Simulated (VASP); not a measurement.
BP: single point with PBE

BP:

```
B P
1.0
     0.00000    2.35648    2.26366
     2.26366    0.00000    2.26366
     2.26366    2.35648    0.00000
B P
1 1
Direct
  0.00000 0.00000 0.00000
  0.75000 0.75000 0.75000
```

```yaml
Program: VASP 6.6.1
Task: single point
Functional: PBE
Potentials_or_basis: VASP PAW PBE potentials, release 64 (B, P)
Cutoff: 520 eV
k_mesh: 12 × 12 × 12
Occupations: gaussian, width 0.05 eV
Spin: no spin polarisation
Dipole_correction: no
Further_INCAR_settings: ALGO = Normal; EDIFF = 1e-06; NBANDS = 11
```

The pressure is -4.3 GPa and the band gap on the k mesh is 0.98 eV (least direct gap 3.15 eV).

Stress tensor (GPa, compression positive):
```
 -0.59   0.00   0.00
  0.00 -11.61   0.00
  0.00   0.00  -0.59
```

Levels at points of the mesh, in eV from the valence-band top:
```
           k point  band 2  band 3  band 4  band 5  band 6  band 7
(0.00, 0.00, 0.00)   -0.41    0.00    0.00    3.15    3.15    3.38
(0.50, 0.00, 0.00)   -8.93   -2.11   -1.59    3.26    4.56    4.74
(0.50, 0.50, 0.00)   -8.43   -4.30   -4.22    1.12    1.38   11.23
(0.50, 0.00, 0.50)   -8.78   -3.86   -3.86    1.56    1.92   11.67
```

Wall time 32 s on 1 thread of Intel Xeon 8259CL (shared host), peak memory 0.17 GiB.

Caveat: the cell stands under tension. PBE gaps usually lie below the measured ones, often by a third to a half.
